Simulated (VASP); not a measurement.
Be4Te:

```xyz
5
Lattice="4.1531 0.0000 0.0000 -2.0766 3.5967 0.0000 0.0000 0.0000 4.4551" Properties=species:S:1:pos:R:3 pbc="T T T"
Be   -1.2352    3.1110    0.0000
Be    0.0000    0.9715    0.0000
Be    1.2352    3.1110    0.0000
Be    2.0766    1.1989    0.0000
Te    2.0766    1.1989    2.2275
```

The cell was generated, and may not be a known phase.

```yaml
Program: VASP 6.6.1
Task: relaxation of cell and atoms
Functional: PBE
Potentials_or_basis: VASP PAW PBE potentials, release 64 (Be, Te)
Cutoff: 600 eV
k_mesh: 6 × 6 × 4
Occupations: gaussian, width 0.1 eV
Spin: no spin polarisation
```

At the start: pressure 22.5 GPa; volume 13.31 Å³/atom.

Task: Where does the relaxation end?

Result: Over 6 steps the energy falls by 599.7 meV/atom and the volume is 16.00 Å³/atom (+20.2 %); space group P-6m2 (No. 187, to 0.1 Å) before, P6/mmm (No. 191, to 0.1 Å).

Step by step:
| step | energy change (eV) | largest force (eV/Å) | pressure (GPa) | volume (Å³) |
| --- | --- | --- | --- | --- |
| 1 | 0.0000 | 7.5846 | 22.55 | 66.55 |
| 2 | -2.2365 | 2.2669 | -2.13 | 86.27 |
| 3 | -2.8011 | 0.1232 | 1.31 | 78.11 |
| 4 | -2.9808 | 0.2094 | -0.17 | 79.89 |
| 5 | -2.9931 | 0.2463 | -0.45 | 80.51 |
| 6 | -2.9986 | 0.0081 | -0.09 | 80.00 |

Final structure:
```
Be Te
1.0
     4.29498    0.00000    0.00000
    -2.14749    3.71956    0.00000
     0.00000    0.00000    5.00780
Be Te
4 1
Direct
  0.16672 0.83328 0.00000
  0.16672 0.33344 0.00000
  0.66656 0.83328 0.00000
  0.66667 0.33333 0.00000
  0.66667 0.33333 0.50000
```

Caveat: the volume moved by over 15 % at a fixed basis, so the end points are rough.
